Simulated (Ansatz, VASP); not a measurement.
InBAs2 in VASP and in Ansatz

```
B As In
1.0
     3.79508    0.00000    0.00000
     0.00000    3.79508    0.00000
     0.00000    0.00000    5.81677
B As In
1 2 1
Direct
  0.00000 0.00000 0.00000
  0.00000 0.50000 0.19438
  0.50000 0.00000 0.80562
  0.50000 0.50000 0.50000
```

Alike in both runs: task single point; functional r2SCAN; k mesh 6 × 6 × 4; occupations fermi-dirac, width 0.02 eV; no spin polarisation.

|  | VASP | Ansatz |
| --- | --- | --- |
| version | VASP 6.6.1 | Ansatz 0.2.0 |
| potentials or method | VASP PAW PBE potentials, release 64 (B, As, In_d) | plane waves, PAW |
| plane-wave cutoff (eV) | 520 | 500 |
| valence electrons in the cell | 26 | 46 |

|  | VASP | Ansatz | Ansatz less VASP |
| --- | --- | --- | --- |
| pressure (GPa) | -2.2 | -2.3 | -0.02 |
| rms of the force components (eV/Å) | 0.021 | 0.018 | -0.0025 |

VASP's potentials were made for PBE, not for r2SCAN. The functional is the same, so the differences come from potentials, cutoffs and numerics. VASP's potentials hold 26 valence electrons a cell and Ansatz's 46, so a difference there can come from the potentials and not from the codes.
